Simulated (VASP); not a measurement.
# Hf2NbN2 (P4/mmm) in VASP: single point with PBE

Aim: the single point of Hf2NbN2 with PBE.

Everything below comes from runs of VASP 6.6.1. Logs are shortened: lines on timing, memory, paths and dates and some standing lists are left out, and cuts for length are marked.

### 1 The cell of the first run

The structure is tetragonal, space group P4/mmm (No. 123). Conventional cell: a = 3.718 Å, b = 3.718 Å, c = 6.317 Å, α = 90.00°, β = 90.00°, γ = 90.00°. Hf (site symmetry mmm) has 4 N at 2.04 Å and 4 Hf at 2.63 Å within 2.7 Å. Nb (site symmetry 4/mmm) has 2 N at 2.33 Å within 3.1 Å. Within 2.2 Å of N (site symmetry 4mm) lie 1 N at 1.67 Å and 4 Hf at 2.04 Å.

### 2 Single point, PBE

File INCAR:

```
SYSTEM = Hf2NbN2
ALGO = Normal
EDIFF = 1E-6
ENCUT = 520
GGA = PE
ISIF = 2
ISMEAR = 0
LASPH = .True.
LCHARG = .False.
LREAL = .False.
LWAVE = .False.
NBANDS = 30
NELM = 80
PREC = Accurate
SIGMA = 0.1
```

File KPOINTS:

```
k-points
0
Gamma
  6 6 4
  0 0 0
```

File POSCAR:

```
Hf2NbN2
1.0
    3.7181793000      0.0000000000      0.0000000000
    0.0000000000      3.7181793000      0.0000000000
    0.0000000000      0.0000000000      6.3170105300
Hf Nb N
2 1 2
Direct
    0.5000000000      0.0000000000      0.0000000000
    0.0000000000      0.5000000000      0.0000000000
    0.5000000000      0.5000000000      0.5000000000
    0.5000000000      0.5000000000      0.8680656000
    0.5000000000      0.5000000000      0.1319344000
```

Potentials or basis: VASP PAW PBE potentials, release 64 (Hf_pv, Nb_sv, N).

On the command line:

```sh
$ cat potpaw_PBE.64/Hf_pv/POTCAR potpaw_PBE.64/Nb_sv/POTCAR potpaw_PBE.64/N/POTCAR > POTCAR
$ mpirun -np 1 vasp_std > vasp.out
```

OUTCAR:

```text
SYSTEM = Hf2NbN2
   EDIFF = 1E-6
   ENCUT = 520
   GGA = PE
   ISIF = 2
   ISMEAR = 0
   LASPH = .True.
   LREAL = .False.
   NELM = 80
   PREC = Accurate

 ion  position               nearest neighbor table
   1  0.500  0.000  0.000-   4 2.04   5 2.04   4 2.04   5 2.04   2 2.63   2 2.63   2 2.63   2 2.63

   2  0.000  0.500  0.000-   4 2.04   5 2.04   4 2.04   5 2.04   1 2.63   1 2.63   1 2.63   1 2.63

   3  0.500  0.500  0.500-   4 2.33   5 2.33
   4  0.500  0.500  0.868-   5 1.67   2 2.04   1 2.04   1 2.04   2 2.04   3 2.33
   5  0.500  0.500  0.132-   4 1.67   2 2.04   1 2.04   1 2.04   2 2.04   3 2.33

  LATTYP: Found a simple tetragonal cell.
 ALAT       =     3.7181793000
 C/A-ratio  =     1.6989526379

  Lattice vectors:

 A1 = (   3.7181793000,   0.0000000000,   0.0000000000)
 A2 = (   0.0000000000,   3.7181793000,   0.0000000000)
 A3 = (   0.0000000000,   0.0000000000,   6.3170105300)

Analysis of symmetry for initial positions (statically):
=====================================================================
 Subroutine PRICEL returns:
 Original cell was already a primitive cell.

 Routine SETGRP: Setting up the symmetry group for a
 simple tetragonal supercell.

 Subroutine GETGRP returns: Found 16 space group operations
 (whereof 16 operations were pure point group operations)
 out of a pool of 16 trial point group operations.

The static configuration has the point symmetry D_4h.

Analysis of symmetry for dynamics (positions and initial velocities):
=====================================================================
 Subroutine PRICEL returns:
 Original cell was already a primitive cell.

 Routine SETGRP: Setting up the symmetry group for a
 simple tetragonal supercell.

 Subroutine GETGRP returns: Found 16 space group operations
 (whereof 16 operations were pure point group operations)
 out of a pool of 16 trial point group operations.

The dynamic configuration has the point symmetry D_4h.

 Subroutine INISYM returns: Found 16 space group operations
 (whereof 16 operations are pure point group operations),
 and found     1 'primitive' translations

----------------------------------------------------------------------------------------

                                     Primitive cell

  volume of cell :      87.3318

  direct lattice vectors                    reciprocal lattice vectors
     3.718179300  0.000000000  0.000000000     0.268948837  0.000000000  0.000000000
     0.000000000  3.718179300  0.000000000     0.000000000  0.268948837  0.000000000
     0.000000000  0.000000000  6.317010530     0.000000000  0.000000000  0.158302728

  length of vectors
     3.718179300  3.718179300  6.317010530     0.268948837  0.268948837  0.158302728

  position of ions in fractional coordinates (direct lattice)
     0.500000000  0.000000000  0.000000000
     0.000000000  0.500000000  0.000000000
     0.500000000  0.500000000  0.500000000
     0.500000000  0.500000000  0.868065600
     0.500000000  0.500000000  0.131934400

  ion indices of the primitive-cell ions
   primitive index   ion index
                 1           1
                 2           2
                 3           3
                 4           4
                 5           5

----------------------------------------------------------------------------------------

 KPOINTS: k-points

Automatic generation of k-mesh.
 Grid dimensions read from file:
 generate k-points for:    6    6    4

 Generating k-lattice:

  Cartesian coordinates                     Fractional coordinates (reciprocal lattice)
     0.044824806  0.000000000  0.000000000     0.166666667  0.000000000  0.000000000
     0.000000000  0.044824806  0.000000000     0.000000000  0.166666667  0.000000000
     0.000000000  0.000000000  0.039575682     0.000000000  0.000000000  0.250000000

  Length of vectors
     0.044824806  0.044824806  0.039575682

  Shift w.r.t. Gamma in fractional coordinates (k-lattice)
     0.000000000  0.000000000  0.000000000

 Subroutine IBZKPT returns following result:
 ===========================================

 Found     30 irreducible k-points:

 Following reciprocal coordinates:
            Coordinates               Weight
  0.000000  0.000000  0.000000      1.000000
  0.166667  0.000000  0.000000      4.000000
  0.333333  0.000000  0.000000      4.000000
  0.500000  0.000000  0.000000      2.000000
  0.166667  0.166667  0.000000      4.000000
  0.333333  0.166667  0.000000      8.000000
[... 16 lines left out ...]
  0.333333  0.000000  0.500000      4.000000
  0.500000  0.000000  0.500000      2.000000
 [... further k-points ...]
   k-points           NKPTS =     30   k-points in BZ     NKDIM =     30   number of bands    NBANDS=     30
   number of dos      NEDOS =    301   number of ions     NIONS =      5
   total plane-waves  NPLWV =  37632
   dimension x,y,z NGX =    28 NGY =   28 NGZ =   48
   dimension x,y,z NGXF=    56 NGYF=   56 NGZF=   96
   ions per type =               2   1   2
   NGX,Y,Z   is equivalent  to a cutoff of  12.52, 12.52, 12.63 a.u.
   NGXF,Y,Z  is equivalent  to a cutoff of  25.04, 25.04, 25.26 a.u.
 SYSTEM =  Hf2NbN2
   PREC   = accura    normal or accurate (medium, high low for compatibility)
   ISTART =      0    job   : 0-new  1-cont  2-samecut
   ICHARG =      2    charge: 1-file 2-atom 10-const
   ISPIN  =      1    spin polarized calculation?
   LNONCOLLINEAR =      F non collinear calculations
   LSORBIT =      F    spin-orbit coupling
   LASPH  =      T    aspherical Exc in radial PAW
   ENCUT  =  520.0 eV  38.22 Ry    6.18 a.u.   6.91  6.91 11.75*2*pi/ulx,y,z
   NELM   =     80;   NELMIN=  2; NELMDL= -5     # of ELM steps
   EDIFF  = 0.1E-05   stopping-criterion for ELM
   LREAL  =      F    real-space projection
   EDIFFG = 0.1E-04   stopping-criterion for IOM
   NSW    =      0    number of steps for IOM
   IBRION =     -1    ionic relax: 0-MD 1-quasi-New 2-CG
   NFREE  =      0    steps in history (QN), initial steepest desc. (CG)
   ISIF   =      2    stress and relaxation
   ISYM   =      2    0-nonsym 1-usesym 2-fastsym
   POTIM  = 0.5000    time-step for ionic-motion
   TEBEG  =    0.0;   TEEND  =   0.0 temperature during run
   PSTRESS=    0.0 pullay stress
   NELECT =      43.0000    total number of electrons
   NUPDOWN=      -1.0000    fix difference up-down
   EMIN   =  10.00;   EMAX   =-10.00  energy-range for DOS
   EFERMI =   0.00;   METHOD = LEGACY
   ISMEAR =     0;   SIGMA  =   0.10  broadening in eV -4-tet -1-fermi 0-gaus
   EFERMI_NEDOS =   21; number of points for ismear=-14 and -15
   IALGO  =     38    algorithm
   IMIX   =      4    mixing-type and parameters
     AMIX     =   0.40;   BMIX     =  1.00
     AMIX_MAG =   1.60;   BMIX_MAG =  1.00
  volume/ion in A,a.u.               =      17.47       117.87
  Fermi-wavevector in a.u.,A,eV,Ry     =   1.292727  2.442900 22.737290  1.671144
  Thomas-Fermi vector in A             =   2.424417
   LORBIT       =      0    0 simple, 1 ext, 2 COOP (PROOUT), +10 PAW based schemes
   GGA     = PE    functional components
   LHFCALC =     F    Hartree Fock is set to
   AEXX    =    0.0000 exact exchange contribution
   IVDW    =     0    specifies the selected vdW correction
   LEPSILON=     F    determine dielectric tensor
   LRPA    =     F    only Hartree local field effects (RPA)
 non-spin polarized calculation
 Gauss-broadening in eV      SIGMA  =   0.10
  energy-cutoff  :      520.00
  volume of cell :       87.33
 maximum number of plane-waves:      2384
 NGX is ok and might be reduce to    28
   NGX = 13   NGY = 13   NGZ = 23

 number of electron      42.9999991 magnetization

 Free energy of the ion-electron system (eV)
  ---------------------------------------------------
  ext. energy  EPLUGINS =         0.00000000
  ---------------------------------------------------
  free energy    TOTEN  =       -41.01389278 eV

  energy without entropy =      -40.98453991  energy(sigma->0) =      -40.99921634

 E-fermi :   5.5025     XC(G=0): -10.6550

 val. band max:        5.4543840786   @ k =   0.3333   0.3333   0.2500
 cond. band min:       5.5053145444   @ k =   0.1667   0.1667   0.2500
 fundamental gap:      0.0509304657
 Fermi energy:         5.5024667134

 k-point     1 :       0.0000    0.0000    0.0000
  band No.  band energies     occupation
      1     -50.3317      2.00000
      2     -26.4296      2.00000
      3     -26.2544      2.00000
      4     -26.2544      2.00000
      5     -25.9818      2.00000
      6     -25.9818      2.00000
[... 22 lines left out ...]
     29       9.4382      0.00000
     30       9.4879      0.00000

 k-point     2 :       0.1667    0.0000    0.0000
  band No.  band energies     occupation
      1     -50.3309      2.00000
      2     -26.4262      2.00000
      3     -26.2688      2.00000
      4     -26.2527      2.00000
      5     -25.9556      2.00000
      6     -25.8705      2.00000
[... 22 lines left out ...]
     29       9.2299      0.00000
     30       9.5092      0.00000

 k-point     3 :       0.3333    0.0000    0.0000
  band No.  band energies     occupation
      1     -50.3293      2.00000
      2     -26.4194      2.00000
      3     -26.2978      2.00000
      4     -26.2498      2.00000
      5     -25.8690      2.00000
      6     -25.5680      2.00000
[... 22 lines left out ...]
     29       9.2885      0.00000
     30       9.5426      0.00000

 k-point     4 :       0.5000    0.0000    0.0000
  band No.  band energies     occupation
      1     -50.3285      2.00000
      2     -26.4161      2.00000
      3     -26.3123      2.00000
      4     -26.2484      2.00000
      5     -25.7923      2.00000
      6     -25.2900      2.00000
[... 616 lines left out ...]
     29       8.8806      0.00000
     30      11.3091      0.00000

 k-point    23 :       0.3333    0.0000    0.5000
  band No.  band energies     occupation
      1     -50.3293      2.00000
      2     -26.4246      2.00000
      3     -26.2982      2.00000
      4     -26.2491      2.00000
      5     -25.8565      2.00000
      6     -25.5688      2.00000
[... 22 lines left out ...]
     29       8.6364      0.00000
     30       9.9301      0.00000

 k-point    24 :       0.5000    0.0000    0.5000
  band No.  band energies     occupation
      1     -50.3286      2.00000
      2     -26.4266      2.00000
      3     -26.3134      2.00000
      4     -26.2479      2.00000
      5     -25.7740      2.00000
      6     -25.2907      2.00000
[... 22 lines left out ...]
     29       8.2975      0.00000
     30       8.4844      0.00000

 [... further k-points ...]
[... 5 lines left out ...]
  --------------------------------------------------------------------------------------
  -------------------------------------------------------------------------------------
  Total       25.4161619     25.4161619      2.0796248      0.0000000      0.0000000      0.0000000
  in kB      466.2816151    466.2816151     38.1525267      0.0000000      0.0000000      0.0000000
  external PRESSURE =     323.5719189 kB  Pullay stress =       0.0000000 kB

 VOLUME and BASIS-vectors are now :
 -----------------------------------------------------------------------------
  energy-cutoff  :      520.00
  volume of cell :       87.33
      direct lattice vectors                 reciprocal lattice vectors
     3.718179300  0.000000000  0.000000000     0.268948837  0.000000000  0.000000000
     0.000000000  3.718179300  0.000000000     0.000000000  0.268948837  0.000000000
     0.000000000  0.000000000  6.317010530     0.000000000  0.000000000  0.158302728

 POSITION                                       TOTAL-FORCE (eV/Angst)
 -----------------------------------------------------------------------------------
      1.85909      0.00000      0.00000         0.000000      0.000000      0.000000
      0.00000      1.85909      0.00000         0.000000      0.000000      0.000000
      1.85909      1.85909      3.15851         0.000000      0.000000      0.000000
      1.85909      1.85909      5.48358         0.000000      0.000000     -9.438298
      1.85909      1.85909      0.83343         0.000000     -0.000000      9.438298
 -----------------------------------------------------------------------------------
    total drift:                                0.000000      0.000000     -0.000000

  FREE ENERGIE OF THE ION-ELECTRON SYSTEM (eV)
  ---------------------------------------------------
  free  energy   TOTEN  =       -41.0138927764 eV

  energy  without entropy=      -40.9845399095  energy(sigma->0) =      -40.99921634
```

Run time: 2.9 min. Hardware: 1 thread of Intel Xeon 8259CL, shared host; peak memory 0.24 GiB.

What came out:

* Free energy: -41.0139 eV
* Pressure: 32.4 GPa
* Largest force: 9.438 eV/Å

Forces in eV/Å, atoms in the order of the input:
```
Hf   0.000  0.000  0.000
Hf   0.000  0.000  0.000
Nb   0.000  0.000  0.000
N    0.000  0.000 -9.438
N    0.000  0.000  9.438
```

Caveat: spin-orbit coupling is left out, which moves the levels of the heavy elements; forces of over 1 eV/Å act on the atoms, so gaps and moduli don't describe the material at rest.
